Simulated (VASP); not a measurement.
Input of a VASP 6.6.1 run:

Contents of INCAR:

```
PREC = Accurate
ENCUT = 520
EDIFF = 1E-6
ISMEAR = 0
SIGMA = 0.05
LREAL = F
LASPH = T
NELM = 60
ALGO = Normal
ISIF = 2
LWAVE = F
LCHARG = F
GGA = PE
NBANDS = 7
```

File KPOINTS:

```
regular mesh
0
Gamma
  18 18 18
```

Contents of POSCAR:

```
Mg
1.0
   -1.7657346569      1.7657346569      1.7657346569
    1.7657346569     -1.7657346569      1.7657346569
    1.7657346569      1.7657346569     -1.7657346569
Mg
1
Direct
    0.0000000000      0.0000000000      0.0000000000
```

Potentials or basis: VASP PAW PBE potentials, release 64 (Mg).

Command:

```bash
$ cat potpaw_PBE.64/Mg/POTCAR > POTCAR
$ mpirun -np 1 vasp_std > vasp.out
```

Question: Estimate the pressure.

Answer: 1.4 GPa.

Question: Predict the band gap on the k mesh.

Answer: Zero (bands 1 and 2 overlap by 4.89 eV).
